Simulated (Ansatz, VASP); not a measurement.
## One calculation of Be3CdS2, two programs

```
Be Cd S
1.0
     4.91059    0.00000    0.00000
     0.00000    4.91059    0.00000
     0.00000    0.00000    6.70850
Be Cd S
3 1 2
Cartesian
  0.0000 0.0000 5.6965
  0.0000 0.0000 1.0120
  2.4553 2.4553 0.0000
  0.0000 0.0000 3.3543
  0.0000 2.4553 3.3543
  2.4553 0.0000 3.3543
```

Alike in both runs: task relaxation of cell and atoms; functional PBE; k mesh 8 × 8 × 6; occupations gaussian, width 0.1 eV; no spin polarisation.

|  | VASP | Ansatz |
| --- | --- | --- |
| version | VASP 6.6.1 | Ansatz 0.2.0 |
| potentials or method | VASP PAW PBE potentials, release 64 (Be, Cd, S), cutoff 600 eV | scalar-relativistic, plane waves, PAW |
| valence electrons in the cell | 30 | 38 |

VASP gave:

```
gap on the k mesh at the Fermi level, each at its own relaxed structure (eV) : none
relaxed volume (Å³/atom)                                                     : 27.26
relaxed cell length with the largest relative difference (Å)                 : 4.924
```

Task: Which values does Ansatz return?

Result: gap on the k mesh at the Fermi level, each at its own relaxed structure (eV): none; relaxed volume (Å³/atom): 27.08; relaxed cell length with the largest relative difference (Å): 4.909.

A gap of «none» marks a metal or a gap that the smearing closes. VASP's potentials hold 30 valence electrons a cell and Ansatz's 38, so a difference there can come from the potentials and not from the codes.
